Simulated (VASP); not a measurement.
# Sn: single point with revPBE+D4

Crystal: Sn.

```xyz
2
Lattice="0.0000 3.2333 3.2333 3.2333 0.0000 3.2333 3.2333 3.2333 0.0000" Properties=species:S:1:pos:R:3 pbc="T T T"
Sn    4.8153    4.8336    4.8114
Sn    3.2001    3.2176    3.1947
```

This cell differs from its parent crystal: atoms moved at random.

| Quantity | Value |
| --- | --- |
| Program | VASP 6.6.1 |
| Task | single point |
| Functional | revPBE |
| Dispersion | D4 |
| Potentials or basis | VASP PAW PBE potentials, release 64 (Sn_d) |
| Cutoff | 500 eV |
| k mesh | 6 × 6 × 6 |
| Occupations | methfessel-paxton, width 0.01 eV |
| Spin | no spin polarisation |

```yaml
Pressure: 2.2 GPa
Largest_force: 0.009 eV/Å
Band_gap_on_the_k_mesh: zero (band 14 reaches 5.93 eV, above the bottom of band 15 at 5.91 eV)
Dispersion_energy_per_atom: -0.513 eV
```

Forces in eV/Å, atoms in the order of the input:
```
Sn   0.008  0.004  0.000
Sn  -0.008 -0.004  0.000
```

Stress tensor (GPa, compression positive):
```
2.16 0.00 0.03
0.00 2.16 0.07
0.03 0.07 2.16
```

Levels at points of the mesh, in eV from the Fermi level:
| k point | band 10 | band 11 | band 12 | band 13 | band 14 | band 15 | band 16 | band 17 | band 18 | band 19 |
| --- | --- | --- | --- | --- | --- | --- | --- | --- | --- | --- |
| (0.00, 0.00, 0.00) | -21.41 | -10.72 | -0.57 | 0.01 | 0.02 | 0.02 | 2.10 | 2.10 | 2.10 | 5.11 |
| (0.50, 0.00, 0.00) | -21.36 | -9.08 | -6.38 | -1.20 | -1.20 | 0.00 | 3.18 | 3.19 | 5.69 | 8.61 |
| (0.00, 0.50, 0.00) | -21.36 | -9.08 | -6.38 | -1.21 | -1.20 | 0.00 | 3.18 | 3.19 | 5.69 | 8.62 |
| (0.00, 0.00, 0.50) | -21.36 | -9.08 | -6.37 | -1.20 | -1.20 | 0.00 | 3.18 | 3.19 | 5.69 | 8.62 |
| (0.50, 0.50, 0.50) | -21.36 | -9.08 | -6.38 | -1.20 | -1.20 | 0.00 | 3.18 | 3.19 | 5.69 | 8.61 |
| (0.50, 0.50, 0.00) | -21.34 | -7.59 | -7.59 | -2.56 | -2.56 | 0.80 | 0.80 | 7.75 | 7.75 | 9.41 |
| (0.00, 0.50, 0.50) | -21.34 | -7.60 | -7.59 | -2.56 | -2.56 | 0.80 | 0.80 | 7.75 | 7.75 | 9.41 |
| (0.50, 0.00, 0.50) | -21.34 | -7.59 | -7.59 | -2.56 | -2.56 | 0.80 | 0.80 | 7.75 | 7.75 | 9.41 |

It took 2 min on 1 thread of Intel(R) Xeon(R) Platinum 8375C CPU @ 2.90GHz (Ice Lake), on a shared host, peak memory 0.27 GiB.

Caveat: the cell differs from its parent crystal (atoms moved at random); the PAW data sets were made with another functional, which shifts forces and pressure a little; spin-orbit coupling is left out, which moves the levels of the heavy elements; pairwise dispersion overbinds metals, which lowers pressure and volume.
